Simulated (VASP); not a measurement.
**Mo: single point with PBEsol**

Mo, a slab with vacuum:

```
CELL_PARAMETERS angstrom
2.71014 0.00000 0.00000
-0.90338 2.55515 0.00000
0.00000 0.00000 20.42560
ATOMIC_POSITIONS crystal
Mo 0.00000 0.00000 0.39566
Mo 0.50000 0.50000 0.50000
Mo 0.00000 0.00000 0.60434
```

| Property | Result |
| --- | --- |
| Program | VASP 6.6.1 |
| Task | single point |
| Functional | PBEsol |
| Potentials or basis | VASP PAW PBE potentials, release 64 (Mo_sv) |
| Cutoff | 520 eV |
| k mesh | 13 × 13 × 1 |
| Occupations | fermi-dirac, width 0.05 eV |
| Spin | no spin polarisation |

- Largest force: 0.033 eV/Å
- Band gap on the k mesh: zero (bands 21 and 22 overlap by 2.09 eV)

Forces on the atoms (eV/Å):
```
Mo   0.000  0.000 -0.033
Mo   0.000  0.000  0.000
Mo   0.000  0.000  0.033
```

Levels at points of the mesh, in eV from the Fermi level:
```
           k point  band 17  band 18  band 19  band 20  band 21  band 22  band 23  band 24  band 25  band 26
(0.00, 0.00, 0.00)    -2.28    -1.52    -1.42    -1.29    -0.92    -0.25     1.30     1.31     1.53     1.53
```

It took 110 s on 1 thread of Intel(R) Xeon(R) 6975P-C (Granite Rapids), with other jobs on the host, peak memory 0.31 GiB.

Caveat: the PAW data sets were made with another functional, which shifts forces and pressure a little.
